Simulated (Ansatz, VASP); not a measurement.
Two plane-wave programs on Eu

File INCAR:

```
ALGO = Normal
EDIFF = 1E-6
ENCUT = 520
GGA = PE
ISIF = 2
ISMEAR = -1
ISPIN = 2
LASPH = True
LCHARG = True
LELF = True
LMAXMIX = 6
LORBIT = 11
LREAL = False
LVHAR = True
LWAVE = False
MAGMOM = 7.02
NBANDS = 18
NELM = 150
PREC = Accurate
SIGMA = 0.05
```

File KPOINTS:

```
k-points
0
Gamma
  11 11 11
```

Contents of POSCAR:

```
Eu
1.0
   -2.1939508085      2.1939508085      2.1939508085
    2.1939508085     -2.1939508085      2.1939508085
    2.1939508085      2.1939508085     -2.1939508085
Eu
1
Direct
    0.0000000000      0.0000000000      0.0000000000
```

Input for Ansatz:

```yaml
crystal:
  lattice:
    - [-2.1939508085, 2.1939508085, 2.1939508085]
    - [2.1939508085, -2.1939508085, 2.1939508085]
    - [2.1939508085, 2.1939508085, -2.1939508085]
  atoms:
    - { symbol: Eu, position: [0.0, 0.0, 0.0], spin: 7.02 }
hamiltonian:
  xc: pbe
  pseudopotentials:
    kind: paw
    azcp:
      Eu: "pseudopotentials/Eu.paw.azcp"
basis:
  ecutwfc: 420
  fft_grid_basis: typed
kpoints:
  mp_grid: { grid: [11, 11, 11], shift: [0, 0, 0] }
magnetization:
  spin_polarized: true
scf:
  occupations: { method: fermi_dirac, width: 0.05 }
  lower_state_search: "off"
output:
  stress: true
```

Alike in both runs: task single point; functional PBE; k mesh 11 × 11 × 11; occupations fermi-dirac, width 0.05 eV; collinear spin.

```csv
,VASP,Ansatz
version,VASP 6.6.1,Ansatz 0.2.0
potentials or method,"VASP PAW PBE potentials, release 64 (Eu), cutoff 520 eV","plane waves (420 eV) with PAW, scalar-relativistic"
valence electrons in the cell,17,17
```

Ansatz gave:

```
pressure (GPa)                                                : 0.0
net moment per atom (μB)                                      : 7.25
size of the moment on the site where the two differ most (μB) : 7.01
```

What did VASP give for the same quantities?

Pressure (GPa): -0.3; net moment per atom (μB): 7.24; size of the moment on the site where the two differ most (μB): 6.66.

Site moments also hang on the region over which each program counts them.

Neither program's run includes spin-orbit coupling.
